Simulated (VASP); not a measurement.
# CaMg in VASP: single point with LDA

Aim: the single point of CaMg with LDA.

All numbers are computed with VASP 6.6.1; they aren't measurements. Logs are shortened: lines on timing, memory, paths and dates and some standing lists are left out, and cuts for length are marked.

### 1 The cell of the first run

The cell holds a slab with vacuum, 8 atoms: a = 3.637 Å, b = 3.637 Å, c = 34.120 Å, α = 90.00°, β = 90.00°, γ = 120.00°.

### 2 Single point, LDA

Contents of INCAR:

```
SYSTEM = CaMg
  PREC = Accurate
  ENCUT = 520
  EDIFF = 1E-7
  ISMEAR = -1
  SIGMA = 0.1
  LREAL = .False.
  LASPH = .True.
  NELM = 60
  ALGO = Normal
  ISIF = 2
  LWAVE = .False.
  LCHARG = .False.
  LDIPOL = .True.
  IDIPOL = 3
  DIPOL = 0.5 0.5 0.500
  GGA = CA
  NBANDS = 34
```

Contents of KPOINTS:

```
regular mesh
0
Gamma
  5 5 1
  0 0 0
```

Contents of POSCAR:

```
CaMg
1.0
    3.6366900000      0.0000000000      0.0000000000
   -1.8183500000      3.1494700000      0.0000000000
    0.0000000000      0.0000000000     34.1197831520
Ca Mg
4 4
Direct
    0.6666666667      0.3333333333      0.3814006974
    0.3333333333      0.6666666667      0.2863697586
    0.6666666667      0.3333333333      0.7136302414
    0.3333333333      0.6666666667      0.6185993026
    0.3333333333      0.6666666667      0.4626108871
    0.6666666667      0.3333333333      0.2051595688
    0.3333333333      0.6666666667      0.7948404312
    0.6666666667      0.3333333333      0.5373891129
```

Potentials or basis: VASP PAW LDA potentials, release 64 (Ca_sv, Mg).

Launch:

```sh
$ cat potpaw_LDA.64/Ca_sv/POTCAR potpaw_LDA.64/Mg/POTCAR > POTCAR
$ mpirun -np 1 vasp_std > vasp.out
```

OUTCAR:

```text
SYSTEM = CaMg
   PREC = Accurate
   ENCUT = 520
   EDIFF = 1E-7
   ISMEAR = -1
   LREAL = .False.
   LASPH = .True.
   NELM = 60
   ISIF = 2
   GGA = CA

 ion  position               nearest neighbor table
   1  0.667  0.333  0.381-
   2  0.333  0.667  0.286-
   3  0.667  0.333  0.714-
   4  0.333  0.667  0.619-
   5  0.333  0.667  0.463-   8 3.30   8 3.30   8 3.30
   6  0.667  0.333  0.205-
   7  0.333  0.667  0.795-
   8  0.667  0.333  0.537-   5 3.30   5 3.30   5 3.30

  LATTYP: Found a hexagonal cell.
 ALAT       =     3.6366900000
 C/A-ratio  =     9.3820983235

  Lattice vectors:

 A1 = (   3.6366900000,   0.0000000000,   0.0000000000)
 A2 = (  -1.8183500000,   3.1494700000,   0.0000000000)
 A3 = (   0.0000000000,   0.0000000000,  34.1197831520)

Analysis of symmetry for initial positions (statically):
=====================================================================
 Subroutine PRICEL returns:
 Original cell was already a primitive cell.

 Routine SETGRP: Setting up the symmetry group for a
 hexagonal supercell.

 Subroutine GETGRP returns: Found 12 space group operations
 (whereof 12 operations were pure point group operations)
 out of a pool of 24 trial point group operations.

The static configuration has the point symmetry D_3d.

Analysis of symmetry for dynamics (positions and initial velocities):
=====================================================================
 Subroutine PRICEL returns:
 Original cell was already a primitive cell.

 Routine SETGRP: Setting up the symmetry group for a
 hexagonal supercell.

 Subroutine GETGRP returns: Found 12 space group operations
 (whereof 12 operations were pure point group operations)
 out of a pool of 24 trial point group operations.

The dynamic configuration has the point symmetry D_3d.

 Subroutine INISYM returns: Found 12 space group operations
 (whereof 12 operations are pure point group operations),
 and found     1 'primitive' translations

----------------------------------------------------------------------------------------

                                     Primitive cell

  volume of cell :     390.7959

  direct lattice vectors                    reciprocal lattice vectors
     3.636690000  0.000000000  0.000000000     0.274975321  0.158757307  0.000000000
    -1.818350000  3.149470000  0.000000000     0.000000000  0.317513740  0.000000000
     0.000000000  0.000000000 34.119783152     0.000000000  0.000000000  0.029308510

  length of vectors
     3.636690000  3.636696028 34.119783152     0.317514267  0.317513740  0.029308510

  position of ions in fractional coordinates (direct lattice)
     0.666666667  0.333333333  0.381400697
     0.333333333  0.666666667  0.286369759
     0.666666667  0.333333333  0.713630241
     0.333333333  0.666666667  0.618599303
     0.333333333  0.666666667  0.462610887
     0.666666667  0.333333333  0.205159569
     0.333333333  0.666666667  0.794840431
     0.666666667  0.333333333  0.537389113

  ion indices of the primitive-cell ions
   primitive index   ion index
                 1           1
                 2           2
                 3           3
                 4           4
                 5           5
                 6           6
                 7           7
                 8           8

----------------------------------------------------------------------------------------

 KPOINTS: regular mesh

Automatic generation of k-mesh.
 Grid dimensions read from file:
 generate k-points for:    5    5    1

 Generating k-lattice:

  Cartesian coordinates                     Fractional coordinates (reciprocal lattice)
     0.054995064  0.031751461  0.000000000     0.200000000  0.000000000  0.000000000
     0.000000000  0.063502748  0.000000000     0.000000000  0.200000000  0.000000000
     0.000000000  0.000000000  0.029308510     0.000000000  0.000000000  1.000000000

  Length of vectors
     0.063502853  0.063502748  0.029308510

  Shift w.r.t. Gamma in fractional coordinates (k-lattice)
     0.000000000  0.000000000  0.000000000

 Subroutine IBZKPT returns following result:
 ===========================================

 Found      5 irreducible k-points:

 Following reciprocal coordinates:
            Coordinates               Weight
  0.000000  0.000000  0.000000      1.000000
  0.200000 -0.000000  0.000000      6.000000
  0.400000 -0.000000  0.000000      6.000000
  0.200000  0.200000  0.000000      6.000000
  0.400000  0.200000  0.000000      6.000000
   k-points           NKPTS =      5   k-points in BZ     NKDIM =      5   number of bands    NBANDS=     34
   number of dos      NEDOS =    301   number of ions     NIONS =      8
   total plane-waves  NPLWV = 200704
   dimension x,y,z NGX =    28 NGY =   28 NGZ =  256
   dimension x,y,z NGXF=    56 NGYF=   56 NGZF=  512
   ions per type =               4   4
   NGX,Y,Z   is equivalent  to a cutoff of  12.80, 12.80, 12.47 a.u.
   NGXF,Y,Z  is equivalent  to a cutoff of  25.60, 25.60, 24.95 a.u.
 SYSTEM =  CaMg
   PREC   = accura    normal or accurate (medium, high low for compatibility)
   ISTART =      0    job   : 0-new  1-cont  2-samecut
   ICHARG =      2    charge: 1-file 2-atom 10-const
   ISPIN  =      1    spin polarized calculation?
   LNONCOLLINEAR =      F non collinear calculations
   LSORBIT =      F    spin-orbit coupling
   LASPH  =      T    aspherical Exc in radial PAW
   ENCUT  =  520.0 eV  38.22 Ry    6.18 a.u.   6.76  6.76 63.44*2*pi/ulx,y,z
   NELM   =     60;   NELMIN=  2; NELMDL= -5     # of ELM steps
   EDIFF  = 0.1E-06   stopping-criterion for ELM
   LREAL  =      F    real-space projection
   EDIFFG = 0.1E-05   stopping-criterion for IOM
   NSW    =      0    number of steps for IOM
   IBRION =     -1    ionic relax: 0-MD 1-quasi-New 2-CG
   NFREE  =      0    steps in history (QN), initial steepest desc. (CG)
   ISIF   =      2    stress and relaxation
   ISYM   =      2    0-nonsym 1-usesym 2-fastsym
   POTIM  = 0.5000    time-step for ionic-motion
   TEBEG  =    0.0;   TEEND  =   0.0 temperature during run
   PSTRESS=    0.0 pullay stress
   NELECT =      48.0000    total number of electrons
   NUPDOWN=      -1.0000    fix difference up-down
   EMIN   =  10.00;   EMAX   =-10.00  energy-range for DOS
   EFERMI =   0.00;   METHOD = LEGACY
   ISMEAR =    -1;   SIGMA  =   0.10  broadening in eV -4-tet -1-fermi 0-gaus
   EFERMI_NEDOS =   21; number of points for ismear=-14 and -15
   IALGO  =     38    algorithm
   IMIX   =      4    mixing-type and parameters
     AMIX     =   0.40;   BMIX     =  1.00
     AMIX_MAG =   1.60;   BMIX_MAG =  1.00
  volume/ion in A,a.u.               =      48.85       329.65
  Fermi-wavevector in a.u.,A,eV,Ry     =   0.813777  1.537815  9.010220  0.662232
  Thomas-Fermi vector in A             =   1.923563
   LORBIT       =      0    0 simple, 1 ext, 2 COOP (PROOUT), +10 PAW based schemes
   GGA     = CA    functional components
   LHFCALC =     F    Hartree Fock is set to
   AEXX    =    0.0000 exact exchange contribution
   IVDW    =     0    specifies the selected vdW correction
   LEPSILON=     F    determine dielectric tensor
   LRPA    =     F    only Hartree local field effects (RPA)
 non-spin polarized calculation
  energy-cutoff  :      520.00
  volume of cell :      390.80
 maximum number of plane-waves:     10543
 NGX is ok and might be reduce to    28
   NGX = 13   NGY = 13   NGZ =127

 dipolmoment           0.000000      0.000000     -0.000000 electrons x Angstroem

 number of electron      48.0000010 magnetization

 dipolmoment           0.000000      0.000000      0.000000 electrons x Angstroem

 Free energy of the ion-electron system (eV)
  ---------------------------------------------------
  ext. energy  EPLUGINS =         0.00000000
  ---------------------------------------------------
  free energy    TOTEN  =       -14.69025737 eV

  energy without entropy =      -14.42755442  energy(sigma->0) =      -14.55890589

 E-fermi :   0.1878     XC(G=0):  -5.9832

 val. band max:        0.0769270725   @ k =   0.4000  -0.0000   0.0000
 cond. band min:       0.2005520301   @ k =   0.2000  -0.0000   0.0000
 fundamental gap:      0.1236249576
 Fermi energy:         0.1877967376

 k-point     1 :       0.0000    0.0000    0.0000
  band No.  band energies     occupation
      1     -41.0435      2.00000
      2     -41.0435      2.00000
      3     -40.9737      2.00000
      4     -40.9737      2.00000
      5     -22.3749      2.00000
      6     -22.3749      2.00000
[... 26 lines left out ...]
     33       2.6826      0.00000
     34       2.8232      0.00000

 k-point     2 :       0.2000   -0.0000    0.0000
  band No.  band energies     occupation
      1     -41.0346      2.00000
      2     -41.0346      2.00000
      3     -40.9649      2.00000
      4     -40.9649      2.00000
      5     -22.3589      2.00000
      6     -22.3589      2.00000
[... 26 lines left out ...]
     33       2.2099      0.00000
     34       2.9398      0.00000

 k-point     3 :       0.4000   -0.0000    0.0000
  band No.  band energies     occupation
      1     -41.0201      2.00000
      2     -41.0201      2.00000
      3     -40.9507      2.00000
      4     -40.9507      2.00000
      5     -22.4484      2.00000
      6     -22.4484      2.00000
[... 26 lines left out ...]
     33       1.8362      0.00000
     34       1.8792      0.00000

 k-point     4 :       0.2000    0.2000    0.0000
  band No.  band energies     occupation
      1     -41.0229      2.00000
      2     -41.0229      2.00000
      3     -40.9534      2.00000
      4     -40.9534      2.00000
      5     -22.4027      2.00000
      6     -22.4027      2.00000
[... 26 lines left out ...]
     33       2.2606      0.00000
     34       2.3834      0.00000

 k-point     5 :       0.4000    0.2000    0.0000
  band No.  band energies     occupation
      1     -41.0156      2.00000
      2     -41.0156      2.00000
      3     -40.9462      2.00000
      4     -40.9462      2.00000
      5     -22.4422      2.00000
      6     -22.4422      2.00000
[... 26 lines left out ...]
     33       1.8661      0.00000
     34       1.9537      0.00000

------------------------ aborting loop because EDIFF is reached ----------------------------------------

 vacuum level on the upper side and lower side of the slab       (xc-potential included)        -0.210        -0.210

  FORCE on cell =-STRESS in cart. coord.  units (eV):
  Direction    XX          YY          ZZ          XY          YZ          ZX
  --------------------------------------------------------------------------------------
  -------------------------------------------------------------------------------------
  Total       -2.1456284     -2.1456339     -4.4522212      0.0000034      0.0000000      0.0000000
  in kB       -8.7966044     -8.7966272    -18.2531279      0.0000140      0.0000000      0.0000000
  external PRESSURE =     -11.9487865 kB  Pullay stress =       0.0000000 kB

 VOLUME and BASIS-vectors are now :
 -----------------------------------------------------------------------------
  energy-cutoff  :      520.00
  volume of cell :      390.80
      direct lattice vectors                 reciprocal lattice vectors
     3.636690000  0.000000000  0.000000000     0.274975321  0.158757307  0.000000000
    -1.818350000  3.149470000  0.000000000     0.000000000  0.317513740  0.000000000
     0.000000000  0.000000000 34.119783152     0.000000000  0.000000000  0.029308510

 POSITION                                       TOTAL-FORCE (eV/Angst)
 -----------------------------------------------------------------------------------
      1.81834      1.04982     13.01331        -0.000000      0.000000      0.127788
     -0.00000      2.09965      9.77087         0.000000      0.000000     -0.219375
      1.81834      1.04982     24.34891        -0.000000     -0.000000      0.219375
     -0.00000      2.09965     21.10647         0.000000     -0.000000     -0.127788
     -0.00000      2.09965     15.78418         0.000000      0.000000      0.098091
      1.81834      1.04982      7.00000        -0.000000      0.000000      0.315013
     -0.00000      2.09965     27.11978        -0.000000     -0.000000     -0.315013
      1.81834      1.04982     18.33560        -0.000000     -0.000000     -0.098091
 -----------------------------------------------------------------------------------
    total drift:                                0.000000      0.000000      0.000000

  FREE ENERGIE OF THE ION-ELECTRON SYSTEM (eV)
  ---------------------------------------------------
  free  energy   TOTEN  =       -14.6902573668 eV

  energy  without entropy=      -14.4275544184  energy(sigma->0) =      -14.55890589

 vacuum level on the upper side and lower side of the slab         3.444         3.444
```

Run time: 2.1 min. Hardware: 1 thread of AMD EPYC 7R43 (Zen 3), shared host; peak memory 0.33 GiB.

What came out:

```
Free energy            : -14.6903 eV
Largest force          : 0.315 eV/Å
Band gap on the k mesh : zero (band 24 reaches 0.37 eV, above the bottom of band 25 at -0.04 eV)
```

Forces in eV/Å, atoms in the order of the input:
```
Ca   0.000  0.000  0.128
Ca   0.000  0.000 -0.219
Ca   0.000  0.000  0.219
Ca   0.000  0.000 -0.128
Mg   0.000  0.000  0.098
Mg   0.000  0.000  0.315
Mg   0.000  0.000 -0.315
Mg   0.000  0.000 -0.098
```

Caveat: the k points lie up to 0.40 Å⁻¹ apart.
